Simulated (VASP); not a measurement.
A run of VASP 6.6.1 is set up as follows.

File INCAR:

```
PREC = Accurate
ENCUT = 500
EDIFF = 1E-6
ISMEAR = 0
SIGMA = 0.01
LREAL = F
LASPH = T
NELM = 200
ALGO = Normal
ISIF = 2
LWAVE = F
LCHARG = F
LNONCOLLINEAR = T
MAGMOM = 0 0 0 0 0 0
LORBIT = 11
LSORBIT = T
GGA_COMPAT = F
LORBMOM = T
GGA = PE
NBANDS = 28
```

File KPOINTS:

```
Automatic mesh
0
Gamma
  6 6 6
```

Contents of POSCAR:

```
CsI
1.0
    4.6081396334      0.0000000000      0.0000000000
    0.0000000000      4.6081396334      0.0000000000
    0.0000000000      0.0000000000      4.6081396334
Cs I
1 1
Direct
    0.0000000000      0.0000000000      0.0000000000
    0.5000000000      0.5000000000      0.5000000000
```

Potentials or basis: VASP PAW PBE potentials, release 64 (Cs_sv, I).

Launch:

```sh
$ cat potpaw_PBE.64/Cs_sv/POTCAR potpaw_PBE.64/I/POTCAR > POTCAR
$ mpirun -np 1 vasp_ncl > vasp.out
```

What does it give for the pressure?

0.4 GPa.

What does it give for the net moment?

0.00 μB per cell.

Moments on the atoms (μB; x, y, z):
```
Cs  0.00 0.00 0.00
I   0.00 0.00 0.00
```
